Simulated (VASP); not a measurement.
Crystal: MgReSe3.

```
Mg Re Se
1.0
     4.72643    0.00000    0.00000
     0.00000    4.72643    0.00000
     0.00000    0.00000    4.72643
Mg Re Se
1 1 3
Direct
  0.50000 0.50000 0.50000
  0.00000 0.00000 0.00000
  0.00000 0.50000 0.50000
  0.50000 0.00000 0.50000
  0.50000 0.50000 0.00000
```

| Quantity | Value |
| --- | --- |
| Program | VASP 6.6.1 |
| Task | relaxation of cell and atoms |
| Functional | PBE |
| Potentials or basis | VASP PAW PBE potentials, release 64 (Mg, Re, Se) |
| Cutoff | 600 eV |
| k mesh | 4 × 4 × 4 |
| Occupations | gaussian, width 0.1 eV |
| Spin | collinear spin |
| Starting moments | [0.0, 3.95, -0.2, -0.2, -0.2] μB |

At the start: pressure 8.3 GPa; volume 21.12 Å³/atom.

Problem. How do energy, volume and symmetry change on relaxing?

Solution. Over 3 steps the energy falls by 72.6 meV/atom and the volume is 24.26 Å³/atom (+14.9 %); space group Pm-3m (No. 221, to 0.1 Å) before and after; moment 3.19 μB per cell.

The path:
| step | energy change (eV) | largest force (eV/Å) | pressure (GPa) | volume (Å³) |
| --- | --- | --- | --- | --- |
| 1 | 0.0000 | 0.0000 | 8.35 | 105.58 |
| 2 | -0.3586 | 0.0000 | -0.67 | 123.31 |
| 3 | -0.3629 | 0.0000 | 0.01 | 121.28 |

Final structure:
```yaml
crystal:
  lattice:
    - [4.94988, 0.00000, 0.00000]
    - [0.00000, 4.94988, 0.00000]
    - [0.00000, 0.00000, 4.94988]
  atoms:
    - { symbol: Mg, position: [0.50000, 0.50000, 0.50000] }
    - { symbol: Re, position: [0.00000, 0.00000, 0.00000] }
    - { symbol: Se, position: [0.00000, 0.50000, 0.50000] }
    - { symbol: Se, position: [0.50000, 0.00000, 0.50000] }
    - { symbol: Se, position: [0.50000, 0.50000, 0.00000] }
```
